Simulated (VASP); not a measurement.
# Mg2Si (Fm-3m) in VASP: settings compared, part 2 of 2

VASP 6.6.1.

### Step 5. Single point, BLYP, collinear spin, zero start

File INCAR:

```
SYSTEM = Mg2Si
PREC = Accurate
ENCUT = 600
EDIFF = 1E-6
ISMEAR = 0
SIGMA = 0.1
LREAL = .False.
LASPH = .True.
NELM = 200
ALGO = Normal
ISIF = 2
LWAVE = .False.
LCHARG = .False.
ISPIN = 2
MAGMOM = 0 0 0
LORBIT = 11
GGA = B5
ALDAX = 1.0
AGGAX = 1.0
AGGAC = 1.0
ALDAC = 0.0
NBANDS = 15
GGA_COMPAT = .False.
```

File KPOINTS:

```
Automatic mesh
0
Gamma
  2 2 2
  0 0 0
```

File POSCAR:

```
Mg2Si
1.0
    0.0000000000      3.1698179195      3.1698179195
    3.1698179195      0.0000000000      3.1698179195
    3.1698179195      3.1698179195      0.0000000000
Mg Si
2 1
Direct
    0.2500000000      0.2500000000      0.2500000000
    0.7500000000      0.7500000000      0.7500000000
    0.0000000000      0.0000000000      0.0000000000
```

Potentials or basis: VASP PAW PBE potentials, release 64 (Mg, Si).

The run is started by

```sh
> cat potpaw_PBE.64/Mg/POTCAR potpaw_PBE.64/Si/POTCAR > POTCAR
> mpirun -np 1 vasp_std > vasp.out
```

OUTCAR:

```text
SYSTEM = Mg2Si
   PREC = Accurate
   ENCUT = 600
   EDIFF = 1E-6
   ISMEAR = 0
   LREAL = .False.
   LASPH = .True.
   NELM = 200
   ISIF = 2
   ISPIN = 2
   LORBIT = 11
   GGA = B5

 ion  position               nearest neighbor table
   1  0.250  0.250  0.250-   3 2.75   3 2.75   3 2.75   3 2.75   2 3.17   2 3.17   2 3.17   2 3.17
                             2 3.17   2 3.17
   2  0.750  0.750  0.750-   3 2.75   3 2.75   3 2.75   3 2.75   1 3.17   1 3.17   1 3.17   1 3.17
                             1 3.17   1 3.17
   3  0.000  0.000  0.000-   2 2.75   2 2.75   2 2.75   1 2.75   2 2.75   1 2.75   1 2.75   1 2.75

[... 312 lines left out ...]
  energy-cutoff  :      600.00
  volume of cell :       63.70
      direct lattice vectors                 reciprocal lattice vectors
     0.000000000  3.169817919  3.169817919    -0.157737767  0.157737767  0.157737767
     3.169817919  0.000000000  3.169817919     0.157737767 -0.157737767  0.157737767
     3.169817919  3.169817919  0.000000000     0.157737767  0.157737767 -0.157737767

 POSITION                                       TOTAL-FORCE (eV/Angst)
 -----------------------------------------------------------------------------------
      1.58491      1.58491      1.58491         0.000000      0.000000      0.000000
      4.75473      4.75473      4.75473        -0.000000     -0.000000     -0.000000
      0.00000      0.00000      0.00000        -0.000000     -0.000000     -0.000000
 -----------------------------------------------------------------------------------
    total drift:                               -0.000000     -0.000000     -0.000000

  FREE ENERGIE OF THE ION-ELECTRON SYSTEM (eV)
  ---------------------------------------------------
  free  energy   TOTEN  =        -4.9923256924 eV

  energy  without entropy=       -4.9762276398  energy(sigma->0) =       -4.98427667

 total charge

# of ion       s       p       d       tot
------------------------------------------
    1        0.145   0.154   0.033   0.333
    2        0.145   0.154   0.033   0.333
    3        0.667   1.106   0.000   1.774
--------------------------------------------------
tot          0.958   1.415   0.066   2.439

 magnetization (x)

# of ion       s       p       d       tot
------------------------------------------
    1        0.000  -0.000  -0.000  -0.000
    2        0.000  -0.000  -0.000  -0.000
    3        0.000  -0.000   0.000  -0.000
--------------------------------------------------
tot          0.000  -0.000  -0.000  -0.000
```

OSZICAR:

```text
N       E                     dE             d eps       ncg     rms          rms(c)
DAV:   1     0.103514465455E+02    0.10351E+02   -0.29156E+03   180   0.443E+02
DAV:   2    -0.547251808430E+01   -0.15824E+02   -0.14244E+02   236   0.648E+01
DAV:   3    -0.613875984871E+01   -0.66624E+00   -0.66348E+00   194   0.981E+00
DAV:   4    -0.614319602218E+01   -0.44362E-02   -0.44355E-02   229   0.102E+00
DAV:   5    -0.614324612491E+01   -0.50103E-04   -0.50103E-04   208   0.109E-01    0.423E+00
DAV:   6    -0.507917031708E+01    0.10641E+01   -0.17869E+00   208   0.391E+00    0.218E+00
DAV:   7    -0.498011594493E+01    0.99054E-01   -0.72855E-01   208   0.268E+00    0.119E+00
DAV:   8    -0.502995762942E+01   -0.49842E-01   -0.17986E-01   208   0.135E+00    0.745E-01
DAV:   9    -0.499213597821E+01    0.37822E-01   -0.90394E-02   194   0.947E-01    0.213E-01
DAV:  10    -0.499239930944E+01   -0.26333E-03   -0.27155E-03   201   0.244E-01    0.136E-01
DAV:  11    -0.499289630444E+01   -0.49699E-03   -0.47986E-03   194   0.223E-01    0.118E-01
DAV:  12    -0.499234268623E+01    0.55362E-03   -0.10052E-03   194   0.102E-01    0.314E-02
DAV:  13    -0.499232758713E+01    0.15099E-04   -0.57473E-05   194   0.275E-02    0.167E-02
DAV:  14    -0.499232552002E+01    0.20671E-05   -0.79135E-06   208   0.991E-03    0.976E-03
DAV:  15    -0.499232569241E+01   -0.17240E-06   -0.76236E-07   164   0.311E-03
   1 F= -.49923257E+01 E0= -.49842767E+01  d E =-.160981E-01  mag=    -0.0000
```

stdout:

```text
POSCAR found type information on POSCAR MgSi
 POSCAR found :  2 types and       3 ions
 scaLAPACK will be used
 -----------------------------------------------------------------------------
|                                                                             |
|                                                                             |
|     You enforced a specific xc type in the INCAR file but a different       |
|     I HOPE YOU KNOW WHAT YOU ARE DOING!                                     |
|                                                                             |
 -----------------------------------------------------------------------------

 LDA part: xc-table for (Slater(with rela. corr.)+VWN5), standard interpolation
 POSCAR, INCAR and KPOINTS ok, starting setup
 FFT: planning ... GRIDC
 FFT: planning ... GRID_SOFT
 FFT: planning ... GRID
 WAVECAR not read
 entering main loop
```

It took 63 s on 1 thread of Intel Xeon 8259CL, shared host; peak memory 0.22 GiB.

Results:

```
Free energy                                           : -4.9923 eV
Pressure                                              : 3.2 GPa
Band gap on the k mesh                                : 0.20 eV, indirect (least direct gap 1.88 eV)
Net moment                                            : 0.00 μB per cell
Valence electrons inside the program's atomic spheres : Mg 0.33; Si 1.77
```

Caveat: the k points lie up to 0.86 Å⁻¹ apart; the PAW data sets were made with another functional, which shifts forces and pressure a little. A k mesh can miss the band edges.

### Step 6. Single point, PBE

File INCAR:

```
PREC = Accurate
ENCUT = 600
EDIFF = 1E-6
ISMEAR = 0
SIGMA = 0.1
LREAL = F
LASPH = T
NELM = 120
ALGO = Normal
ISIF = 2
LWAVE = F
LCHARG = F
GGA = PE
NBANDS = 11
GGA_COMPAT = F
```

File KPOINTS:

```
Automatic mesh
0
Gamma
  4 4 4
```

POSCAR is that of step 5.

Potentials or basis: VASP PAW PBE potentials, release 64 (Mg, Si).

The run is started by

```sh
> cat potpaw_PBE.64/Mg/POTCAR potpaw_PBE.64/Si/POTCAR > POTCAR
> mpirun -np 1 vasp_std > vasp.out
```

It took 18 s on 1 thread of Intel Xeon 8259CL, shared host; peak memory 0.2 GiB.

It converged, with:

- Free energy: -8.7559 eV
- Pressure: 0.5 GPa
- Band gap on the k mesh: 0.17 eV, indirect (least direct gap 1.90 eV)

Levels at points of the mesh, in eV from the valence-band top:
```tsv
k point	band 2	band 3	band 4	band 5	band 6	band 7
(0.00, 0.00, 0.00)	0.00	0.00	0.00	1.90	2.54	2.54
(0.50, 0.00, 0.00)	-4.80	-0.71	-0.71	1.26	2.52	2.52
(0.50, 0.50, 0.00)	-4.47	-1.97	-1.97	0.17	0.38	7.94
```

Caveat: the k points lie up to 0.43 Å⁻¹ apart. A k mesh can miss the band edges.

### Step 7. The runs side by side

| level | spin | cell | k mesh | gap on the mesh (eV) | pressure (GPa) |
| --- | --- | --- | --- | --- | --- |
| PBEsol | off | a = 4.483 Å, angles 60.0°, 3 atoms | 2 × 2 × 2, shifted | 2.04 | -1.0 |
| PBE | off | a = 4.007 Å, angles 60.0°, 3 atoms | 4 × 4 × 4 | none | 37.5 |
| BLYP | collinear, zero start | a = 4.483 Å, angles 60.0°, 3 atoms | 2 × 2 × 2 | 0.20 | 3.2 |
| PBE | off | a = 4.483 Å, angles 60.0°, 3 atoms | 4 × 4 × 4 | 0.17 | 0.5 |

Alike in all rows: task single point; potentials or basis VASP PAW PBE potentials, release 64 (Mg, Si); cutoff (eV) 600; smearing gaussian 0.1 eV.

Caveats: all runs use coarse meshes; the PAW data sets were made with another functional, which shifts forces and pressure a little (some runs).

Absolute energies hang on the potentials; compare differences alone.
